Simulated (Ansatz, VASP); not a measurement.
**One calculation of WSe, two programs**

The input INCAR:

```
PREC = Accurate
ENCUT = 520
EDIFF = 1E-7
ISMEAR = 0
SIGMA = 0.1
LREAL = F
LASPH = T
NELM = 150
ALGO = Normal
ISIF = 2
LWAVE = F
LCHARG = T
ISPIN = 2
MAGMOM = 1 0
LORBIT = 11
LMAXMIX = 4
LDAU = T
LDAUTYPE = 2
LDAUL = 2 -1
LDAUU = 6.2 0
LDAUJ = 0 0
LDAUPRINT = 1
GGA = PE
LELF = T
LVHAR = T
NBANDS = 21
```

Contents of KPOINTS:

```
Automatic mesh
0
Gamma
  12 12 12
```

Contents of POSCAR:

```
WSe
1.0
    0.0000000000      3.1233880268      3.1233880268
    3.1233880268      0.0000000000      3.1233880268
    3.1233880268      3.1233880268      0.0000000000
W Se
1 1
Direct
    0.0000000000      0.0000000000      0.0000000000
    0.2500000000      0.2500000000      0.2500000000
```

Input for Ansatz:

```yaml
crystal:
  lattice:
    - [0.0, 3.1233880268, 3.1233880268]
    - [3.1233880268, 0.0, 3.1233880268]
    - [3.1233880268, 3.1233880268, 0.0]
  atoms:
    - { symbol: W, position: [0.0, 0.0, 0.0], spin: 1.0 }
    - { symbol: Se, position: [0.25, 0.25, 0.25] }
basis:
  ecutwfc: 420
kpoints:
  mp_grid: { grid: [12, 12, 12] }
hamiltonian:
  xc: pbe
  hubbard: { sites: [{ species: W, l: d, u_eff: 6.2 }] }
scf:
  occupations: { method: gaussian, width: 0.1 }
output:
  forces: true
  stress: true
  eigenvalues: true
  populations: true
magnetization:
  spin_polarized: true
```

Alike in both runs: task single point; functional PBE; k mesh 12 × 12 × 12; occupations gaussian, width 0.1 eV; collinear spin; Hubbard terms W d U = 6.2 eV.

|  | VASP | Ansatz |
| --- | --- | --- |
| version | VASP 6.6.1 | Ansatz 0.2.0 |
| potentials or method | VASP PAW PBE potentials, release 64 (W_sv, Se), cutoff 520 eV | scalar-relativistic, plane waves, PAW |
| valence electrons in the cell | 20 | 30 |

|  | VASP | Ansatz | Ansatz less VASP |
| --- | --- | --- | --- |
| gap on the k mesh at the Fermi level (eV) | none | none | - |
| pressure (GPa) | -1.7 | 0.0 | +1.69 |
| net moment per atom (μB) | 2.00 | 2.00 | 0.000 |
| size of the moment on the site where the two differ most (μB) | 3.24 | 2.96 | -0.281 |

Site moments also hang on the region over which each program counts them. The programs project onto different local orbitals, so the same U acts differently, and such runs can settle in different states. A gap of «none» marks a metal or a gap that the smearing closes. VASP's potentials hold 20 valence electrons a cell and Ansatz's 30, so a difference there can come from the potentials and not from the codes. Ansatz's warnings: filled band counts differ across k points.

Neither program's run includes spin-orbit coupling.
